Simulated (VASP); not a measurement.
A run of VASP 6.6.1 is set up as follows.

File INCAR:

```
ALGO = Normal
EDIFF = 1E-7
ENCUT = 520
GGA = PE
ISIF = 2
ISMEAR = 0
ISPIN = 2
LASPH = True
LCHARG = False
LMAXMIX = 4
LORBIT = 11
LREAL = False
LWAVE = False
MAGMOM = 0.125
NBANDS = 15
NELM = 150
NUPDOWN = 0.125
PREC = Accurate
SIGMA = 0.15
```

File KPOINTS:

```
k-points
0
Gamma
  24 24 24
```

POSCAR

```
Ni
1.0
    0.0000000000      1.8589052023      1.8589052023
    1.8589052023      0.0000000000      1.8589052023
    1.8589052023      1.8589052023      0.0000000000
Ni
1
Direct
    0.0000000000      0.0000000000      0.0000000000
```

Potentials or basis: VASP PAW PBE potentials, release 64 (Ni).

Command:

```sh
$ cat potpaw_PBE.64/Ni/POTCAR > POTCAR
$ mpirun -np 1 vasp_std > vasp.out
```

Question: Predict the pressure.

Answer: -22.2 GPa.

Caveat: the cell stands under tension; the total moment is fixed, so each spin has its own Fermi level.
